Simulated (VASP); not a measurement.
Runs of VASP 6.6.1 on Si. The structure is that of space group Fddd (No. 70), or close to it. The cells are those of the table. 

```tsv
cell	gap on the mesh (eV)	pressure (GPa)
a = 3.875, b = 3.765, c = 3.970 Å, angles 60.1, 57.3, 62.6°, 2 atoms	none	-0.1
a = 4.086, b = 3.661, c = 3.891 Å, angles 65.4, 54.6, 60.0°, 2 atoms	none	(b)
a = 3.890, b = 3.781, c = 3.937 Å, angles 60.5, 57.8, 61.7°, 2 atoms	0.10	0.0
a = 4.072, b = 3.642, c = 3.925 Å, angles 65.0, 54.1, 60.9°, 2 atoms	none	(a)
a = 4.016, b = 3.693, c = 3.914 Å, angles 63.6, 55.5, 60.9°, 2 atoms	none	-0.1
a = 4.059, b = 3.623, c = 3.958 Å, angles 64.6, 53.7, 61.7°, 2 atoms	none	-0.2
a = 3.991, b = 3.890, c = 3.734 Å, angles 63.1, 60.4, 56.5°, 2 atoms	none	-0.1
a = 4.030, b = 3.711, c = 3.881 Å, angles 64.1, 55.9, 60.0°, 2 atoms	none	-0.1
```

Alike in all rows: task single point; level PBE; potentials or basis VASP PAW PBE potentials, release 64 (Si); no spin polarisation; k mesh 8 × 8 × 8; cutoff (eV) 520; smearing gaussian 0.05 eV.

Question: Fill in the values left out.

Answer: (a) -0.3; (b) -0.4.

A k mesh can miss the band edges.

A gap of «none» marks levels without a gap at the run's occupations.
